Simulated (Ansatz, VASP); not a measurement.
Two plane-wave programs on MgO

The input POSCAR:

```
MgO
1.0
    0.0000000000      1.6595262518      1.6595262518
    1.6595262518      0.0000000000      1.6595262518
    1.6595262518      1.6595262518      0.0000000000
Mg O
1 1
Direct
    0.0000000000      0.0000000000      0.0000000000
    0.5000000000      0.5000000000      0.5000000000
```

INCAR.step1

```
PREC = Accurate
ENCUT = 660
ISMEAR = 0
SIGMA = 0.01
LREAL = False
LASPH = True
NELM = 120
NBANDS = 11
GGA = PE
ALGO = Normal
EDIFF = 1E-5
LWAVE = True
LCHARG = False
GGA_COMPAT = False
```

Contents of INCAR.step2:

```
PREC = Accurate
ENCUT = 660
EDIFF = 1E-6
ISMEAR = 0
SIGMA = 0.01
LREAL = False
LASPH = True
NELM = 120
ALGO = Normal
ISIF = 2
LWAVE = False
LCHARG = True
METAGGA = R2SCAN
LMIXTAU = True
LELF = True
LVHAR = True
NBANDS = 11
ISTART = 1
GGA_COMPAT = False
```

File KPOINTS:

```
regular mesh
0
Gamma
  10 10 10
```

Input for Ansatz:

```yaml
crystal:
  lattice:
    - [0.0, 1.6595262518, 1.6595262518]
    - [1.6595262518, 0.0, 1.6595262518]
    - [1.6595262518, 1.6595262518, 0.0]
  atoms:
    - { symbol: Mg, position: [0.0, 0.0, 0.0] }
    - { symbol: O, position: [0.5, 0.5, 0.5] }
scf:
  occupations: { method: fixed }
output:
  forces: true
  stress: true
  eigenvalues: true
  write_density: true
  write_potential: true
  elf: true
  volumetric_format: npy
hamiltonian:
  xc: r2scan
basis:
  ecutwfc: 700
kpoints:
  mp_grid: { grid: [10, 10, 10] }
```

Alike in both runs: task single point; functional r2SCAN; k mesh 10 × 10 × 10; no spin polarisation.

|  | VASP | Ansatz |
| --- | --- | --- |
| version | VASP 6.6.1 | Ansatz 0.2.0 |
| potentials or method | VASP PAW PBE potentials, release 64 (Mg, O), cutoff 660 eV | scalar-relativistic, plane waves, PAW |
| occupations | gaussian, width 0.01 eV | fixed |
| valence electrons in the cell | 8 | 16 |

```tsv
	VASP	Ansatz	Ansatz less VASP
gap on the k mesh at the Fermi level (eV)	9.60	9.66	+0.061
least direct gap on the mesh (eV)	12.16	12.19	+0.025
```

VASP's potentials were made for PBE, not for r2SCAN. VASP's potentials hold 8 valence electrons a cell and Ansatz's 16, so a difference there can come from the potentials and not from the codes.
